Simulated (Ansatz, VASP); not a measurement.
# Al3GaO6: VASP beside Ansatz

```
Al Ga O
1.0
     6.04727   -1.49130    0.00065
     6.04727    1.49130    0.00065
    -1.35450    0.00000    5.55723
Al Ga O
3 1 6
Direct
  0.34333 0.34333 0.68608
  0.90797 0.90797 0.20289
  0.08727 0.08727 0.79218
  0.65703 0.65703 0.31614
  0.50524 0.50524 0.74241
  0.48970 0.48970 0.25448
  0.83009 0.83009 0.43831
  0.17578 0.17578 0.57713
  0.16122 0.16122 0.09950
  0.84237 0.84237 0.89087
```

Alike in both runs: task single point; functional PBE; k mesh 8 × 8 × 4; occupations gaussian, width 0.02 eV; no spin polarisation.

|  | VASP | Ansatz |
| --- | --- | --- |
| version | VASP 6.6.1 | Ansatz 0.2.0 |
| potentials or method | VASP PAW PBE potentials, release 64 (Al, Ga_d, O), cutoff 520 eV | scalar-relativistic, plane waves, PAW |
| valence electrons in the cell | 58 | 58 |

```tsv
	VASP	Ansatz	Ansatz less VASP
gap on the k mesh at the Fermi level (eV)	3.68	3.69	+0.008
least direct gap on the mesh (eV)	3.90	3.91	+0.007
pressure (GPa)	0.2	0.0	-0.17
traceless stress, the component that is largest in VASP (GPa)	0.06	-0.03	-0.086
rms of the force components (eV/Å)	0.016	0.002	-0.0132
```

Atom by atom the forces differ by 0.016 eV/Å (rms over components).
